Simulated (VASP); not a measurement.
A run of VASP 6.6.1 is set up as follows.

INCAR

```
  PREC = Accurate
  ENCUT = 700
  EDIFF = 1E-6
  ISMEAR = 0
  SIGMA = 0.1
  LREAL = F
  LASPH = T
  NELM = 120
  ALGO = Normal
  ISIF = 2
  LWAVE = F
  LCHARG = F
  GGA = PE
  NBANDS = 42
  GGA_COMPAT = F
```

The input KPOINTS:

```
regular mesh
0
Gamma
  4 4 6
```

The input POSCAR:

```
CdSn2O3
1.0
    3.8703429004     -4.9866560377      0.0000000000
    3.8703429004      4.9866560377      0.0000000000
    0.0000000000      0.0000000000      3.2455162865
Cd Sn O
1 2 3
Direct
    0.0000000000      0.0000000000      0.5000000000
    0.5000000000      0.0000000000      0.0000000000
    0.0000000000      0.5000000000      0.0000000000
    0.8526472908      0.1473527092      0.0000000000
    0.1473527092      0.8526472908      0.0000000000
    0.5000000000      0.5000000000      0.5000000000
```

Potentials or basis: VASP PAW PBE potentials, release 64 (Cd_sv_GW, Sn_d, O).

Run with:

```sh
$ cat potpaw_PBE.64/Cd_sv_GW/POTCAR potpaw_PBE.64/Sn_d/POTCAR potpaw_PBE.64/O/POTCAR > POTCAR
$ mpirun -np 1 vasp_std > vasp.out
```

Q: Predict the band gap on the k mesh.

A: Zero (bands 33 and 34 overlap by 0.73 eV).

Q: Estimate the largest force.

A: 0.011 eV/Å.

Q: Estimate the pressure.

A: -0.1 GPa.

Forces in eV/Å, atoms in the order of the input:
```
Cd   0.000  0.000  0.000
Sn   0.000  0.000  0.000
Sn   0.000  0.000  0.000
O    0.000 -0.011  0.000
O    0.000  0.011  0.000
O    0.000  0.000  0.000
```

Caveat: semilocal functionals underestimate gaps, and a narrow one can read as zero; spin-orbit coupling is left out, which moves the levels of the heavy elements.
